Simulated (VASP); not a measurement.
Pt: relaxation of cell and atoms with PBE

Pt:

```xyz
4
Lattice="4.1888 0.0000 0.0000 0.0000 4.1888 0.0000 0.0000 0.0000 4.1888" Properties=species:S:1:pos:R:3 pbc="T T T"
Pt    0.1257    0.1257    0.1257
Pt    1.9688    4.0632    2.2201
Pt    2.2201    1.9688    4.0632
Pt    4.0632    2.2201    1.9688
```

| Item | Value |
| --- | --- |
| Program | VASP 6.6.1 |
| Task | relaxation of cell and atoms |
| Functional | PBE |
| Potentials or basis | VASP PAW PBE potentials, release 64 (Pt) |
| Cutoff | 600 eV |
| k mesh | 4 × 4 × 4 |
| Occupations | gaussian, width 0.1 eV |
| Spin | no spin polarisation |
| Dipole correction | no |
| Further INCAR settings | ALGO = Fast; EDIFF = 1e-06; IBRION = 2; EDIFFG = -0.04; NSW = 90; ISIF = 3 |

```yaml
Relaxed_volume: 15.56 Å³/atom
Relaxed_cell: a = 3.963 Å, b = 3.963 Å, c = 3.963 Å, α = 90.00°, β = 90.00°, γ = 90.00°
Space_group_after_relaxing_to_0.05_Å: Fm-3m (No. 225)
Energy_gained_by_relaxing: 334.0 meV/atom
Ionic_steps: 14
Pressure_after_relaxing: 0.0 GPa
Largest_force_after_relaxing: 0.019 eV/Å
Band_gap_on_the_k_mesh: zero (band 20 reaches 11.09 eV, above the bottom of band 21 at 10.45 eV)
```

Forces on the atoms (eV/Å):
```
Pt  -0.011 -0.011 -0.011
Pt   0.011  0.011 -0.011
Pt  -0.011  0.011  0.011
Pt   0.011 -0.011  0.011
```

The path:
| step | energy change (eV) | largest force (eV/Å) | pressure (GPa) | volume (Å³) |
| --- | --- | --- | --- | --- |
| 1 | 0.0000 | 0.4677 | -19.90 | 73.50 |
| 2 | 2.1951 | 3.6390 | 92.18 | 51.79 |
| 3 | -0.6346 | 1.2463 | -1.06 | 65.18 |
| 4 | -0.6376 | 1.2898 | 0.24 | 64.81 |
| 5 | -0.6380 | 1.3125 | 0.87 | 64.62 |
| 6 | -0.9265 | 1.2798 | 1.57 | 63.30 |
| 7 | -1.2017 | 0.4351 | 13.57 | 59.46 |
| 8 | -1.2680 | 0.5613 | 5.95 | 61.05 |
| 9 | -1.2849 | 0.3044 | 7.62 | 60.59 |
| 10 | -1.1585 | 0.2420 | -12.20 | 66.13 |
| 11 | -1.3357 | 0.0451 | -0.54 | 62.39 |
| 12 | -1.3357 | 0.0507 | -0.32 | 62.34 |
| 13 | -1.3357 | 0.0544 | -0.18 | 62.30 |
| 14 | -1.3362 | 0.0188 | 0.05 | 62.24 |

Final structure:
```
CELL_PARAMETERS angstrom
3.96305 0.00000 0.00000
0.00000 3.96305 0.00000
0.00000 0.00000 3.96305
ATOMIC_POSITIONS crystal
Pt 0.00027 0.00027 0.00027
Pt 0.49973 0.99973 0.50027
Pt 0.50027 0.49973 0.99973
Pt 0.99973 0.50027 0.49973
```

Levels at points of the mesh, in eV from the Fermi level:
```csv
k point,band 16,band 17,band 18,band 19,band 20,band 21,band 22,band 23,band 24
"(0.00, 0.00, 0.00)",0.58,0.58,0.58,0.58,0.58,0.58,2.01,2.01,2.01
"(0.50, 0.00, 0.00)",-1.89,-1.77,-1.77,-0.70,-0.70,0.59,0.59,7.06,7.06
"(0.50, 0.50, 0.00)",-2.30,-1.52,-1.52,-1.51,-1.51,1.92,1.92,1.93,1.93
"(0.50, 0.50, 0.50)",-0.18,0.15,0.15,0.15,0.15,0.15,0.15,0.15,0.15
```

Run time: 2 min on 1 thread of Intel(R) Xeon(R) 6975P-C (Granite Rapids), on a shared host, peak memory 0.22 GiB.

Caveat: the k points lie up to 0.40 Å⁻¹ apart in the final cell; the volume moved by over 15 % at a fixed basis, so the end points are rough; spin-orbit coupling is left out, which moves the levels of the heavy elements.
